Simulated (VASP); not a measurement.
Input of a VASP 6.6.1 run:

INCAR

```
  ALGO = Normal
  EDIFF = 1E-7
  ENCUT = 520
  GGA = PE
  ISIF = 2
  ISMEAR = 0
  LASPH = T
  LCHARG = F
  LREAL = F
  LWAVE = F
  NBANDS = 22
  NELM = 100
  PREC = Accurate
  SIGMA = 0.1
```

Contents of KPOINTS:

```
k-points
0
Gamma
  10 10 10
```

Contents of POSCAR:

```
Si5Se
1.0
    0.0000000000      3.6648430727      3.6648430727
    3.6648430727      0.0000000000      3.6648430727
    3.6648430727      3.6648430727      0.0000000000
Si Se
5 1
Direct
    0.3750556228      0.3750556228      0.8748331316
    0.3750556228      0.8748331316      0.3750556228
    0.8748331316      0.3750556228      0.3750556228
    0.3750556228      0.3750556228      0.3750556228
    0.7500000000      0.7500000000      0.7500000000
    0.0000000000      0.0000000000      0.0000000000
```

Potentials or basis: VASP PAW PBE potentials, release 64 (Si, Se).

The run is started by

```sh
$ cat potpaw_PBE.64/Si/POTCAR potpaw_PBE.64/Se/POTCAR > POTCAR
$ mpirun -np 1 vasp_std > vasp.out
```

**Question.** Estimate the band gap on the k mesh.

**Answer.** Zero (band 13 reaches 9.28 eV, above the bottom of band 14 at 6.30 eV).

**Question.** Estimate the pressure.

**Answer.** 0.0 GPa.
